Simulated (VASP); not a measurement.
Input of a VASP 6.6.1 run:

File INCAR:

```
SYSTEM = Cu6Ru
PREC     = Accurate       ! precision mode
ENCUT    = 520            ! plane-wave cutoff, eV
EDIFF    = 1E-6           ! SCF threshold, eV
ISMEAR   = 0              ! smearing method
SIGMA    = 0.2            ! smearing width, eV
LREAL    = .False.        ! projectors in reciprocal space
LASPH    = .True.         ! aspherical terms in the spheres
NELM     = 100            ! most SCF steps
ALGO     = Fast           ! electronic algorithm
ISIF     = 2              ! what is computed and relaxed
LWAVE    = .False.        ! write WAVECAR
LCHARG   = .False.        ! write CHGCAR
GGA      = PE             ! functional
NBANDS   = 93             ! bands
```

The input KPOINTS:

```
Automatic mesh
0
Gamma
  12 12 1
  0 0 0
```

The input POSCAR:

```
Cu6Ru
1.0
    2.6220667598      0.0000000000      0.0000000000
   -1.3110333799      2.2707764244      0.0000000000
    0.0000000000      0.0000000000     29.1658048035
Cu Ru
12 2
Direct
    0.6666666667      0.3333333333      0.1119486331
    0.0000000000      0.0000000000      0.1826510173
    0.3333333333      0.6666666667      0.2532636720
    0.6666666667      0.3333333333      0.3237290681
    0.0000000000      0.0000000000      0.3942001602
    0.3333333333      0.6666666667      0.4647941769
    0.6666666667      0.3333333333      0.5352058231
    0.3333333333      0.6666666667      0.6762709319
    0.0000000000      0.0000000000      0.6057998398
    0.3333333333      0.6666666667      0.8880513669
    0.0000000000      0.0000000000      0.8173489827
    0.6666666667      0.3333333333      0.7467363280
    0.3333333333      0.6666666667      0.0360688254
    0.6666666667      0.3333333333      0.9639311746
```

Potentials or basis: VASP PAW PBE potentials, release 64 (Cu, Ru_pv).

Run with:

```sh
$ cat potpaw_PBE.64/Cu/POTCAR potpaw_PBE.64/Ru_pv/POTCAR > POTCAR
$ mpirun -np 1 vasp_std > vasp.out
```

Problem. What does it give for the band gap on the k mesh?

Solution. Zero (band 80 reaches 11.10 eV, above the bottom of band 81 at 6.42 eV).

Problem. Predict the pressure.

Solution. 0.5 GPa.

Problem. Estimate the largest force.

Solution. 0.022 eV/Å.

Forces on the atoms (eV/Å):
```
Cu   0.000  0.000  0.004
Cu   0.000  0.000  0.002
Cu   0.000  0.000 -0.004
Cu   0.000  0.000  0.002
Cu   0.000  0.000  0.004
Cu   0.000  0.000 -0.008
Cu   0.000  0.000  0.008
Cu   0.000  0.000 -0.002
Cu   0.000  0.000 -0.004
Cu   0.000  0.000 -0.004
Cu   0.000  0.000 -0.002
Cu   0.000  0.000  0.004
Ru   0.000  0.000 -0.022
Ru   0.000  0.000  0.022
```
